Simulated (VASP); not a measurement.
Mg:

```xyz
1
Lattice="0.0000 2.2443 2.2443 2.2443 0.0000 2.2443 2.2443 2.2443 0.0000" Properties=species:S:1:pos:R:3 pbc="T T T"
Mg    0.0000    0.0000    0.0000
```

| Item | Value |
| --- | --- |
| Program | VASP 6.6.1 |
| Task | relaxation of cell and atoms |
| Functional | BLYP |
| Potentials or basis | VASP PAW PBE potentials, release 64 (Mg) |
| Cutoff | 600 eV |
| k mesh | 10 × 10 × 10 |
| Occupations | fermi-dirac, width 0.05 eV |
| Spin | no spin polarisation |

At the start: pressure 1.5 GPa; volume 22.61 Å³/atom.

How do energy, volume and symmetry change on relaxing?

Over 3 steps the energy falls by 4.6 meV/atom and the volume is 23.61 Å³/atom (+4.4 %); space group Fm-3m (No. 225, to 0.05 Å).

The path:
| step | energy change (eV) | largest force (eV/Å) | pressure (GPa) | volume (Å³) |
| --- | --- | --- | --- | --- |
| 1 | 0.0000 | 0.0000 | 1.49 | 22.61 |
| 2 | -0.0041 | 0.0000 | 0.43 | 23.30 |
| 3 | -0.0046 | 0.0000 | 0.01 | 23.61 |

Final structure:
```
Mg
1.0
     0.00000    2.27693    2.27693
     2.27693    0.00000    2.27693
     2.27693    2.27693    0.00000
Mg
1
Direct
  0.00000 0.00000 0.00000
```

Caveat: the PAW data sets were made with another functional, which shifts forces and pressure a little.
